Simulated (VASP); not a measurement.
**GaF: vibrations by perturbation theory with PBEsol**

Crystal: GaF.

```
Ga F
1.0
     3.16592    0.00000    0.00000
     0.00000    3.16592    0.00000
     0.00000    0.00000    3.16592
Ga F
1 1
Direct
  0.00000 0.00000 0.00000
  0.50000 0.50000 0.50000
```

| Property | Result |
| --- | --- |
| Program | VASP 6.6.1 |
| Task | vibrations by perturbation theory |
| Functional | PBEsol |
| Potentials or basis | VASP PAW PBE potentials, release 64 (Ga_d, F) |
| Cutoff | 520 eV |
| k mesh | 8 × 8 × 8 |
| Occupations | fermi-dirac, width 0.05 eV |
| Spin | no spin polarisation |
| Dipole correction | no |
| Further INCAR settings | ALGO = Normal; EDIFF = 1e-08; NBANDS = 17; IBRION = 8; NSW = 1 |

```json
{
  "Highest phonon frequency at Γ, LO-TO splitting left out": "1 cm⁻¹",
  "Most unstable mode": "146i cm⁻¹"
}
```

Phonon frequencies in cm⁻¹ (negative: imaginary):
| q point | frequencies |
| --- | --- |
| (0.000, 0.000, 0.000) | -146 -146 -146 1 1 1 |

Run time: 47 s on 1 thread of AMD EPYC 9R45 96-Core Processor (Zen 5) (shared host), peak memory 0.2 GiB.

Caveat: the cell stands under pressure or tension, which shifts response properties; some modes are imaginary.
